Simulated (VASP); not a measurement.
Input of a VASP 6.6.1 run:

Contents of INCAR:

```
PREC = Accurate
ENCUT = 520
EDIFF = 1E-6
ISMEAR = 0
SIGMA = 0.1
LREAL = F
LASPH = T
NELM = 60
ALGO = Normal
ISIF = 2
LWAVE = F
LCHARG = F
LDIPOL = T
IDIPOL = 3
DIPOL = 0.5 0.5 0.336
GGA = PE
IVDW = 12
NBANDS = 40
```

File KPOINTS:

```
Automatic mesh
0
Gamma
  7 7 1
```

Contents of POSCAR:

```
Ge4F
1.0
    4.0303587907      0.0000000000      0.0000000000
    0.0000000000      4.0303587907      0.0000000000
    0.0000000000      0.0000000000     21.6416627718
Ge F
4 1
Direct
    0.0000000000      0.5000000000      0.1848286817
    0.0000000000      0.0000000000      0.2506714513
    0.5000000000      0.0000000000      0.3196569899
    0.5000000000      0.5000000000      0.3854446333
    0.5000000000      1.0000000000      0.5379282957
```

Potentials or basis: VASP PAW PBE potentials, release 64 (Ge_d, F).

Command:

```console
$ cat potpaw_PBE.64/Ge_d/POTCAR potpaw_PBE.64/F/POTCAR > POTCAR
$ mpirun -np 1 vasp_std > vasp.out
```

(1) What does it give for the dispersion energy per atom?

(2) What does it give for the largest force?

Answers

(1) -0.176 eV.

(2) 0.586 eV/Å.

Caveat: an odd number of electrons without spin polarisation forces a metal; a magnetic or distorted state may lie lower.
